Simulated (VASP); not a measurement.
Input of a VASP 6.6.1 run:

The input POSCAR:

```
BaAlSn
1.0
    4.8748369771      0.0000000000      0.0000000000
   -2.4374184885      4.2217326615      0.0000000000
    0.0000000000      0.0000000000      3.1236186191
Ba Al Sn
1 1 1
Direct
    0.6666666667      0.3333333333      0.0000000000
    0.0000000000      0.0000000000      0.5000000000
    0.3333333333      0.6666666667      0.5000000000
```

The input INCAR.step1:

```
PREC = Accurate
ENCUT = 520
ISMEAR = -1
SIGMA = 0.05
LREAL = False
LASPH = True
NELM = 60
NBANDS = 20
GGA = PE
ALGO = Normal
EDIFF = 1E-4
LWAVE = True
LCHARG = False
```

File INCAR.step2:

```
PREC = Accurate
ENCUT = 520
EDIFF = 1E-6
ISMEAR = -1
SIGMA = 0.05
LREAL = False
LASPH = True
NELM = 60
ALGO = Normal
ISIF = 2
LWAVE = False
LCHARG = False
METAGGA = R2SCAN
LMIXTAU = True
NBANDS = 20
ISTART = 1
```

The input KPOINTS:

```
Automatic mesh
0
Gamma
  9 9 7
```

Potentials or basis: VASP PAW PBE potentials, release 64 (Ba_sv, Al, Sn_d).

Launch:

```sh
$ cat potpaw_PBE.64/Ba_sv/POTCAR potpaw_PBE.64/Al/POTCAR potpaw_PBE.64/Sn_d/POTCAR > POTCAR
$ cp INCAR.step1 INCAR
$ mpirun -np 1 vasp_std > vasp.out
$ cp INCAR.step2 INCAR
$ mpirun -np 1 vasp_std > vasp.out
```

(1) Estimate the pressure.

## Answers

(1) 25.9 GPa.

Caveat: the PAW data sets were made with another functional, which shifts forces and pressure a little.
